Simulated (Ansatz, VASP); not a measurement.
**WSe2: VASP beside Ansatz**

File POSCAR:

```
WSe2
1.0
    3.4411446965      0.0000000000      0.0000000000
   -1.7205723482      2.9801187253      0.0000000000
    0.0000000000      0.0000000000     24.6018776570
W Se
2 4
Direct
    0.6666666667      0.3333333333      0.1402372236
    0.3333333333      0.6666666667      0.8597627764
    0.3333333333      0.6666666667      0.2100785945
    0.6666666667      0.3333333333      0.9259177369
    0.3333333333      0.6666666667      0.0740822631
    0.6666666667      0.3333333333      0.7899214055
```

INCAR.step1

```
PREC = Accurate
ENCUT = 520
ISMEAR = 0
SIGMA = 0.02
LREAL = False
LASPH = True
NELM = 100
NBANDS = 35
GGA = PE
ALGO = Normal
EDIFF = 1E-4
LWAVE = True
LCHARG = False
```

The input INCAR.step2:

```
PREC = Accurate
ENCUT = 520
EDIFF = 1E-6
ISMEAR = 0
SIGMA = 0.02
LREAL = False
LASPH = True
NELM = 100
ALGO = Normal
ISIF = 2
LWAVE = False
LCHARG = True
METAGGA = R2SCAN
LMIXTAU = True
LELF = True
LVHAR = True
NBANDS = 35
ISTART = 1
```

File KPOINTS:

```
regular mesh
0
Gamma
  9 9 2
```

Input for Ansatz:

```yaml
crystal:
  lattice:
    - [3.4411446965, 0.0, 0.0]
    - [-1.7205723482, 2.9801187253, 0.0]
    - [0.0, 0.0, 24.601877657]
  atoms:
    - { symbol: W, position: [0.6666666667, 0.3333333333, 0.1402372236] }
    - { symbol: W, position: [0.3333333333, 0.6666666667, 0.8597627764] }
    - { symbol: Se, position: [0.3333333333, 0.6666666667, 0.2100785945] }
    - { symbol: Se, position: [0.6666666667, 0.3333333333, 0.9259177369] }
    - { symbol: Se, position: [0.3333333333, 0.6666666667, 0.0740822631] }
    - { symbol: Se, position: [0.6666666667, 0.3333333333, 0.7899214055] }
basis:
  ecutwfc: 500
kpoints:
  mp_grid: { grid: [9, 9, 2] }
hamiltonian:
  xc: r2scan
scf:
  occupations: { method: gaussian, width: 0.02 }
output:
  forces: true
  stress: true
  eigenvalues: true
```

Alike in both runs: task single point; functional r2SCAN; k mesh 9 × 9 × 2; occupations gaussian, width 0.02 eV; no spin polarisation.

|  | VASP | Ansatz |
| --- | --- | --- |
| version | VASP 6.6.1 | Ansatz 0.2.0 |
| potentials or method | VASP PAW PBE potentials, release 64 (W_sv, Se), cutoff 520 eV | scalar-relativistic, plane waves, PAW |
| valence electrons in the cell | 52 | 92 |

```csv
,VASP,Ansatz,Ansatz less VASP
gap on the k mesh at the Fermi level (eV),1.04,1.04,+0.004
least direct gap on the mesh (eV),1.30,1.30,0.000
rms of the force components (eV/Å),0.599,0.607,+0.0086
```

VASP's potentials were made for PBE, not for r2SCAN. Atom by atom the forces differ by 0.014 eV/Å (rms over components). VASP's potentials hold 52 valence electrons a cell and Ansatz's 92, so a difference there can come from the potentials and not from the codes.

Spin-orbit coupling is off throughout.
